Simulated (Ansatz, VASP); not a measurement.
Two plane-wave programs on Ni

```
CELL_PARAMETERS angstrom
2.40805 0.00000 0.00000
0.00000 2.40805 0.00000
0.00000 0.00000 2.40805
ATOMIC_POSITIONS crystal
Ni 0.00000 0.00000 0.00000
```

Alike in both runs: task single point; functional revPBE; k mesh 15 × 15 × 15; occupations fermi-dirac, width 0.05 eV; collinear spin.

|  | VASP | Ansatz |
| --- | --- | --- |
| version | VASP 6.6.1 | Ansatz 0.2.0 |
| potentials or method | VASP PAW PBE potentials, release 64 (Ni), cutoff 520 eV | plane waves (420 eV) with PAW, scalar-relativistic |
| valence electrons in the cell | 10 | 18 |

Ansatz gave:

- pressure (GPa): -7.6
- net moment per atom (μB): 0.76
- size of the moment on the site where the two differ most (μB): 0.79

**Question.** Which values does VASP return?

**Answer.** Pressure (GPa): -7.6; net moment per atom (μB): 0.73; size of the moment on the site where the two differ most (μB): 0.74.

VASP's potentials were made for PBE, not for revPBE. Site moments also hang on the region over which each program counts them. With one functional, cell and mesh, what is left measures potentials, basis and numerics. VASP's potentials hold 10 valence electrons a cell and Ansatz's 18, so a difference there can come from the potentials and not from the codes.
